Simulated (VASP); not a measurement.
# CsAg2 (Pn-3m) in VASP: single point with PBE

Aim: the single point of CsAg2 with PBE.

Everything below comes from runs of VASP 6.6.1. Logs are shortened: lines on timing, memory, paths and dates and some standing lists are left out, and cuts for length are marked.

**1. The cell of the first run**

The structure is cubic, space group Pn-3m (No. 224). The conventional cell has a = 5.759 Å, b = 5.759 Å, c = 5.759 Å, α = 90.00°, β = 90.00°, γ = 90.00°. Cs (site symmetry -43m) has 4 Ag at 2.49 Å within 3.3 Å. Within 3.3 Å of Ag (site symmetry -3m) lie 2 Cs at 2.49 Å.

**2. Single point, PBE**

File INCAR:

```
SYSTEM = CsAg2
PREC = Accurate
ENCUT = 630
EDIFF = 1E-6
ISMEAR = 0
SIGMA = 0.1
LREAL = .False.
LASPH = .True.
NELM = 120
ALGO = Normal
ISIF = 2
LWAVE = .False.
LCHARG = .False.
GGA = PE
NBANDS = 56
GGA_COMPAT = .False.
```

File KPOINTS:

```
regular mesh
0
Gamma
  4 4 4
  0 0 0
```

File POSCAR:

```
CsAg2
1.0
    5.7592858835      0.0000000000      0.0000000000
    0.0000000000      5.7592858835      0.0000000000
    0.0000000000      0.0000000000      5.7592858835
Cs Ag
2 4
Direct
    0.0000000000      0.0000000000      0.0000000000
    0.5000000000      0.5000000000      0.5000000000
    0.2500000000      0.2500000000      0.2500000000
    0.2500000000      0.7500000000      0.7500000000
    0.7500000000      0.7500000000      0.2500000000
    0.7500000000      0.2500000000      0.7500000000
```

Potentials or basis: VASP PAW PBE potentials, release 64 (Cs_sv, Ag_sv_GW).

Command:

```
$ cat potpaw_PBE.64/Cs_sv/POTCAR potpaw_PBE.64/Ag_sv_GW/POTCAR > POTCAR
$ mpirun -np 1 vasp_std > vasp.out
```

OUTCAR:

```text
SYSTEM = CsAg2
   PREC = Accurate
   ENCUT = 630
   EDIFF = 1E-6
   ISMEAR = 0
   LREAL = .False.
   LASPH = .True.
   NELM = 120
   ISIF = 2
   GGA = PE

 ion  position               nearest neighbor table
   1  0.000  0.000  0.000-   3 2.49   4 2.49   5 2.49   6 2.49
   2  0.500  0.500  0.500-   3 2.49   4 2.49   5 2.49   6 2.49
   3  0.250  0.250  0.250-   1 2.49   2 2.49
   4  0.250  0.750  0.750-   1 2.49   2 2.49
   5  0.750  0.750  0.250-   1 2.49   2 2.49
   6  0.750  0.250  0.750-   1 2.49   2 2.49

  LATTYP: Found a simple cubic cell.
 ALAT       =     5.7592858835

  Lattice vectors:

 A1 = (   5.7592858835,   0.0000000000,   0.0000000000)
 A2 = (   0.0000000000,   5.7592858835,   0.0000000000)
 A3 = (   0.0000000000,   0.0000000000,   5.7592858835)

Analysis of symmetry for initial positions (statically):
=====================================================================
 Subroutine PRICEL returns:
 Original cell was already a primitive cell.

 Routine SETGRP: Setting up the symmetry group for a
 simple cubic supercell.

 Subroutine GETGRP returns: Found 48 space group operations
 (whereof 24 operations were pure point group operations)
 out of a pool of 48 trial point group operations.

The static configuration has the point symmetry T_d .
 The point group associated with its full space group is O_h .

Analysis of symmetry for dynamics (positions and initial velocities):
=====================================================================
 Subroutine PRICEL returns:
 Original cell was already a primitive cell.

 Routine SETGRP: Setting up the symmetry group for a
 simple cubic supercell.

 Subroutine GETGRP returns: Found 48 space group operations
 (whereof 24 operations were pure point group operations)
 out of a pool of 48 trial point group operations.

The dynamic configuration has the point symmetry T_d .
 The point group associated with its full space group is O_h .

 Subroutine INISYM returns: Found 48 space group operations
 (whereof 24 operations are pure point group operations),
 and found     1 'primitive' translations

----------------------------------------------------------------------------------------

                                     Primitive cell

  volume of cell :     191.0319

  direct lattice vectors                    reciprocal lattice vectors
     5.759285883  0.000000000  0.000000000     0.173632638  0.000000000  0.000000000
     0.000000000  5.759285883  0.000000000     0.000000000  0.173632638  0.000000000
     0.000000000  0.000000000  5.759285883     0.000000000  0.000000000  0.173632638

  length of vectors
     5.759285883  5.759285883  5.759285883     0.173632638  0.173632638  0.173632638

  position of ions in fractional coordinates (direct lattice)
     0.000000000  0.000000000  0.000000000
     0.500000000  0.500000000  0.500000000
     0.250000000  0.250000000  0.250000000
     0.250000000  0.750000000  0.750000000
     0.750000000  0.750000000  0.250000000
     0.750000000  0.250000000  0.750000000

  ion indices of the primitive-cell ions
   primitive index   ion index
                 1           1
                 2           2
                 3           3
                 4           4
                 5           5
                 6           6

----------------------------------------------------------------------------------------

 KPOINTS: regular mesh

Automatic generation of k-mesh.
 Grid dimensions read from file:
 generate k-points for:    4    4    4

 Generating k-lattice:

  Cartesian coordinates                     Fractional coordinates (reciprocal lattice)
     0.043408159  0.000000000  0.000000000     0.250000000  0.000000000  0.000000000
     0.000000000  0.043408159  0.000000000     0.000000000  0.250000000  0.000000000
     0.000000000  0.000000000  0.043408159     0.000000000  0.000000000  0.250000000

  Length of vectors
     0.043408159  0.043408159  0.043408159

  Shift w.r.t. Gamma in fractional coordinates (k-lattice)
     0.000000000  0.000000000  0.000000000

 Subroutine IBZKPT returns following result:
 ===========================================

 Found     10 irreducible k-points:

 Following reciprocal coordinates:
            Coordinates               Weight
  0.000000  0.000000  0.000000      1.000000
  0.250000  0.000000  0.000000      6.000000
  0.500000  0.000000  0.000000      3.000000
  0.250000  0.250000  0.000000     12.000000
  0.500000  0.250000  0.000000     12.000000
  0.500000  0.500000  0.000000      3.000000
  0.250000  0.250000  0.250000      8.000000
  0.500000  0.250000  0.250000     12.000000
  0.500000  0.500000  0.250000      6.000000
  0.500000  0.500000  0.500000      1.000000
   k-points           NKPTS =     10   k-points in BZ     NKDIM =     10   number of bands    NBANDS=     56
   number of dos      NEDOS =    301   number of ions     NIONS =      6
   total plane-waves  NPLWV = 110592
   dimension x,y,z NGX =    48 NGY =   48 NGZ =   48
   dimension x,y,z NGXF=    96 NGYF=   96 NGZF=   96
   ions per type =               2   4
   NGX,Y,Z   is equivalent  to a cutoff of  13.86, 13.86, 13.86 a.u.
   NGXF,Y,Z  is equivalent  to a cutoff of  27.71, 27.71, 27.71 a.u.
 SYSTEM =  CsAg2
   PREC   = accura    normal or accurate (medium, high low for compatibility)
   ISTART =      0    job   : 0-new  1-cont  2-samecut
   ICHARG =      2    charge: 1-file 2-atom 10-const
   ISPIN  =      1    spin polarized calculation?
   LNONCOLLINEAR =      F non collinear calculations
   LSORBIT =      F    spin-orbit coupling
   LASPH  =      T    aspherical Exc in radial PAW
   ENCUT  =  630.0 eV  46.30 Ry    6.80 a.u.  11.79 11.79 11.79*2*pi/ulx,y,z
   NELM   =    120;   NELMIN=  2; NELMDL= -5     # of ELM steps
   EDIFF  = 0.1E-05   stopping-criterion for ELM
   LREAL  =      F    real-space projection
   EDIFFG = 0.1E-04   stopping-criterion for IOM
   NSW    =      0    number of steps for IOM
   IBRION =     -1    ionic relax: 0-MD 1-quasi-New 2-CG
   NFREE  =      0    steps in history (QN), initial steepest desc. (CG)
   ISIF   =      2    stress and relaxation
   ISYM   =      2    0-nonsym 1-usesym 2-fastsym
   POTIM  = 0.5000    time-step for ionic-motion
   TEBEG  =    0.0;   TEEND  =   0.0 temperature during run
   PSTRESS=    0.0 pullay stress
   NELECT =      94.0000    total number of electrons
   NUPDOWN=      -1.0000    fix difference up-down
   EMIN   =  10.00;   EMAX   =-10.00  energy-range for DOS
   EFERMI =   0.00;   METHOD = LEGACY
   ISMEAR =     0;   SIGMA  =   0.10  broadening in eV -4-tet -1-fermi 0-gaus
   EFERMI_NEDOS =   21; number of points for ismear=-14 and -15
   IALGO  =     38    algorithm
   IMIX   =      4    mixing-type and parameters
     AMIX     =   0.40;   BMIX     =  1.00
     AMIX_MAG =   1.60;   BMIX_MAG =  1.00
  volume/ion in A,a.u.               =      31.84       214.86
  Fermi-wavevector in a.u.,A,eV,Ry     =   1.292455  2.442386 22.727720  1.670440
  Thomas-Fermi vector in A             =   2.424162
   LORBIT       =      0    0 simple, 1 ext, 2 COOP (PROOUT), +10 PAW based schemes
   GGA     = PE    functional components
   LHFCALC =     F    Hartree Fock is set to
   AEXX    =    0.0000 exact exchange contribution
   IVDW    =     0    specifies the selected vdW correction
   LEPSILON=     F    determine dielectric tensor
   LRPA    =     F    only Hartree local field effects (RPA)
 non-spin polarized calculation
 Gauss-broadening in eV      SIGMA  =   0.10
  energy-cutoff  :      630.00
  volume of cell :      191.03
 maximum number of plane-waves:      6886
 NGX is ok and might be reduce to    48
   NGX = 23   NGY = 23   NGZ = 23

 number of electron      93.9999989 magnetization

 Free energy of the ion-electron system (eV)
  ---------------------------------------------------
  ext. energy  EPLUGINS =         0.00000000
  ---------------------------------------------------
  free energy    TOTEN  =        10.05046746 eV

  energy without entropy =       10.10917988  energy(sigma->0) =       10.07982367

 E-fermi :   3.4455     XC(G=0):  -9.1381

 val. band max:        3.4214516483   @ k =   0.2500   0.2500   0.0000
 cond. band min:       3.4903484081   @ k =   0.5000   0.2500   0.0000
 fundamental gap:      0.0688967598
 Fermi energy:         3.4454587416

 k-point     1 :       0.0000    0.0000    0.0000
  band No.  band energies     occupation
      1     -89.5107      2.00000
      2     -89.5107      2.00000
      3     -89.5107      2.00000
      4     -89.5106      2.00000
      5     -53.3169      2.00000
      6     -53.3146      2.00000
[... 48 lines left out ...]
     55       7.5447      0.00000
     56       7.5447      0.00000

 k-point     2 :       0.2500    0.0000    0.0000
  band No.  band energies     occupation
      1     -89.5107      2.00000
      2     -89.5107      2.00000
      3     -89.5107      2.00000
      4     -89.5106      2.00000
      5     -53.3165      2.00000
      6     -53.3149      2.00000
[... 48 lines left out ...]
     55       7.1514      0.00000
     56       8.5649      0.00000

 k-point     3 :       0.5000    0.0000    0.0000
  band No.  band energies     occupation
      1     -89.5107      2.00000
      2     -89.5107      2.00000
      3     -89.5107      2.00000
      4     -89.5107      2.00000
      5     -53.3157      2.00000
      6     -53.3157      2.00000
[... 48 lines left out ...]
     55       7.5069      0.00000
     56       7.5069      0.00000

 k-point     4 :       0.2500    0.2500    0.0000
  band No.  band energies     occupation
      1     -89.5107      2.00000
      2     -89.5107      2.00000
      3     -89.5107      2.00000
      4     -89.5107      2.00000
      5     -53.3163      2.00000
      6     -53.3152      2.00000
[... 48 lines left out ...]
     55       7.3533      0.00000
     56       7.7339      0.00000

 k-point     5 :       0.5000    0.2500    0.0000
  band No.  band energies     occupation
      1     -89.5107      2.00000
      2     -89.5107      2.00000
      3     -89.5107      2.00000
      4     -89.5107      2.00000
      5     -53.3157      2.00000
      6     -53.3157      2.00000
[... 48 lines left out ...]
     55       7.8732      0.00000
     56       7.8732      0.00000

 k-point     6 :       0.5000    0.5000    0.0000
  band No.  band energies     occupation
      1     -89.5107      2.00000
      2     -89.5107      2.00000
      3     -89.5107      2.00000
      4     -89.5107      2.00000
      5     -53.3157      2.00000
      6     -53.3157      2.00000
[... 48 lines left out ...]
     55       7.4757      0.00000
     56       7.4757      0.00000

 k-point     7 :       0.2500    0.2500    0.2500
  band No.  band energies     occupation
      1     -89.5107      2.00000
      2     -89.5107      2.00000
      3     -89.5107      2.00000
      4     -89.5106      2.00000
      5     -53.3163      2.00000
      6     -53.3152      2.00000
[... 48 lines left out ...]
     55       7.6338      0.00000
     56       7.6338      0.00000

 k-point     8 :       0.5000    0.2500    0.2500
  band No.  band energies     occupation
      1     -89.5107      2.00000
      2     -89.5107      2.00000
      3     -89.5107      2.00000
      4     -89.5106      2.00000
      5     -53.3163      2.00000
      6     -53.3152      2.00000
[... 48 lines left out ...]
     55       7.3593      0.00000
     56       8.1935      0.00000

 k-point     9 :       0.5000    0.5000    0.2500
  band No.  band energies     occupation
      1     -89.5107      2.00000
      2     -89.5107      2.00000
      3     -89.5107      2.00000
      4     -89.5106      2.00000
      5     -53.3166      2.00000
      6     -53.3149      2.00000
[... 48 lines left out ...]
     55       8.4417      0.00000
     56       8.5033      0.00000

 k-point    10 :       0.5000    0.5000    0.5000
  band No.  band energies     occupation
      1     -89.5107      2.00000
      2     -89.5107      2.00000
      3     -89.5107      2.00000
      4     -89.5106      2.00000
      5     -53.3170      2.00000
      6     -53.3146      2.00000
[... 48 lines left out ...]
     55       8.7553      0.00000
     56       8.7554      0.00000

------------------------ aborting loop because EDIFF is reached ----------------------------------------

  FORCE on cell =-STRESS in cart. coord.  units (eV):
  Direction    XX          YY          ZZ          XY          YZ          ZX
  --------------------------------------------------------------------------------------
  -------------------------------------------------------------------------------------
  Total       23.9855894     23.9855894     23.9855894     -0.0000000     -0.0000000      0.0000000
  in kB      201.1662253    201.1662253    201.1662253     -0.0000000     -0.0000000      0.0000000
  external PRESSURE =     201.1662253 kB  Pullay stress =       0.0000000 kB

 VOLUME and BASIS-vectors are now :
 -----------------------------------------------------------------------------
  energy-cutoff  :      630.00
  volume of cell :      191.03
      direct lattice vectors                 reciprocal lattice vectors
     5.759285883  0.000000000  0.000000000     0.173632638  0.000000000  0.000000000
     0.000000000  5.759285883  0.000000000     0.000000000  0.173632638  0.000000000
     0.000000000  0.000000000  5.759285883     0.000000000  0.000000000  0.173632638

 POSITION                                       TOTAL-FORCE (eV/Angst)
 -----------------------------------------------------------------------------------
      0.00000      0.00000      0.00000        -0.000000     -0.000000      0.000000
      2.87964      2.87964      2.87964        -0.000000      0.000000      0.000000
      1.43982      1.43982      1.43982        -0.000000      0.000000      0.000000
      1.43982      4.31946      4.31946         0.000000      0.000000     -0.000000
      4.31946      4.31946      1.43982         0.000000     -0.000000     -0.000000
      4.31946      1.43982      4.31946        -0.000000     -0.000000      0.000000
 -----------------------------------------------------------------------------------
    total drift:                               -0.000000     -0.000000      0.000000

  FREE ENERGIE OF THE ION-ELECTRON SYSTEM (eV)
  ---------------------------------------------------
  free  energy   TOTEN  =        10.0504674606 eV

  energy  without entropy=       10.1091798821  energy(sigma->0) =       10.07982367
```

Run time: 2 min. Hardware: 1 thread of Intel Xeon Platinum 8488C (Sapphire Rapids), shared host; peak memory 0.39 GiB.

What came out:

| Quantity | Value |
| --- | --- |
| Free energy | 10.0505 eV |
| Pressure | 20.1 GPa |
| Band gap on the k mesh | zero (bands 47 and 48 overlap by 0.71 eV) |

Caveat: the cell stands under pressure; spin-orbit coupling is left out, which moves the levels of the heavy elements.

The gap in the log of VASP goes by the Fermi energy; the results here count the filled bands.